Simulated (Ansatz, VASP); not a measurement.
# One calculation of Al2Cu, two programs

```
Cu Al
1.0
     3.94097    0.00000    0.00000
     0.00000    3.94097    0.00000
     0.00000    0.00000    2.89131
Cu Al
1 2
Direct
  0.00000 0.00000 0.00000
  0.00000 0.50000 0.50000
  0.50000 0.00000 0.50000
```

Alike in both runs: task single point; functional PBEsol; k mesh 6 × 6 × 8; occupations fermi-dirac, width 0.05 eV; no spin polarisation.

|  | VASP | Ansatz |
| --- | --- | --- |
| version | VASP 6.6.1 | Ansatz 0.2.0 |
| potentials or method | VASP PAW PBE potentials, release 64 (Cu, Al) | Ansatz PAW |
| plane-wave cutoff (eV) | 520 | 420 |
| valence electrons in the cell | 17 | 25 |

```csv
,VASP,Ansatz,Ansatz less VASP
gap on the k mesh at the Fermi level (eV),none,none,-
pressure (GPa),7.2,6.7,-0.54
"traceless stress, the component that is largest in VASP (GPa)",-2.78,-2.83,-0.049
```

VASP's potentials were made for PBE, not for PBEsol. A gap of «none» marks a metal or a gap that the smearing closes. With one functional, cell and mesh, what is left measures potentials, basis and numerics. VASP's potentials hold 17 valence electrons a cell and Ansatz's 25, so a difference there can come from the potentials and not from the codes.
